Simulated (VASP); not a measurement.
A run of VASP 6.6.1 is set up as follows.

File INCAR:

```
ALGO = Normal
EDIFF = 1E-8
ENCUT = 600
GGA = PS
IBRION = 6
ISIF = 3
ISMEAR = -1
LASPH = T
LCHARG = F
LREAL = F
LWAVE = F
NELM = 80
NFREE = 2
NSW = 1
POTIM = 0.015
PREC = Accurate
SIGMA = 0.1
```

Contents of KPOINTS:

```
k-points
0
Gamma
  19 19 19
```

The input POSCAR:

```
Pt
1.0
   -1.5842200000      1.5842200000      1.5842200000
    1.5842200000     -1.5842200000      1.5842200000
    1.5842200000      1.5842200000     -1.5842200000
Pt
1
Direct
    0.0000000000      0.0000000000      0.0000000000
```

Potentials or basis: VASP PAW PBE potentials, release 64 (Pt).

Launch:

```console
$ cat potpaw_PBE.64/Pt/POTCAR > POTCAR
$ mpirun -np 1 vasp_std > vasp.out
```

(1) What does it give for the elastic constants C11, C12, C44?

(2) Predict the Voigt bulk modulus.

## Answers

(1) 158, 261, 136 GPa.

(2) 226 GPa.

Caveat: the cell is under stress, which shifts elastic constants; the elastic tensor has a negative eigenvalue, so either the cell is unstable as it stands or the mesh is too thin; the PAW data sets were made with another functional, which shifts forces and pressure a little.
